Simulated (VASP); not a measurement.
Here is a VASP 6.6.1 calculation.

POSCAR

```
NaCl
1.0
    4.7210773642      0.0000000000      0.0000000000
   -2.3605386821      4.0885729306      0.0000000000
    0.0000000000      0.0000000000      5.2737459728
Na Cl
2 2
Direct
    0.3333333333      0.6666666667     -0.0625000000
    0.6666666667      0.3333333333      0.4375000000
    0.3333333333      0.6666666667      0.4375000000
    0.6666666667      0.3333333333      0.9375000000
```

Contents of INCAR.step1:

```
PREC = Accurate
ENCUT = 400
EDIFF = 1E-5
ISMEAR = 0
SIGMA = 0.01
LREAL = False
LASPH = True
NELM = 120
ALGO = Normal
ISIF = 2
LWAVE = True
NBANDS = 22
GGA = PE
GGA_COMPAT = False
KPAR = 4
```

INCAR.step2

```
PREC = Accurate
ENCUT = 400
EDIFF = 1E-6
ISMEAR = 0
SIGMA = 0.01
LREAL = False
LASPH = True
NELM = 120
ALGO = Normal
ISIF = 2
LWAVE = False
LCHARG = True
GGA = PE
LHFCALC = True
HFSCREEN = 0.2079
PRECFOCK = Normal
LVHAR = True
NBANDS = 22
ISTART = 1
GGA_COMPAT = False
KPAR = 4
```

KPOINTS

```
regular mesh
0
Gamma
  6 6 4
```

Potentials or basis: VASP PAW PBE potentials, release 64 (Na_pv, Cl).

The run is started by

```console
$ cat potpaw_PBE.64/Na_pv/POTCAR potpaw_PBE.64/Cl/POTCAR > POTCAR
$ cp INCAR.step1 INCAR
$ mpirun -np 4 vasp_std > vasp.out
$ cp INCAR.step2 INCAR
$ mpirun -np 4 vasp_std > vasp.out
```

Task: Predict the pressure.

Result: 2.0 GPa.

Task: Predict the band gap on the k mesh.

Result: 6.31 eV.

Stress tensor (GPa, compression positive):
```
0.93 0.00 0.00
0.00 0.93 0.00
0.00 0.00 4.27
```

Caveat: the cell differs from its parent crystal (uniaxial z strain -5.3%); the PAW data sets were made with another functional, which shifts forces and pressure a little.
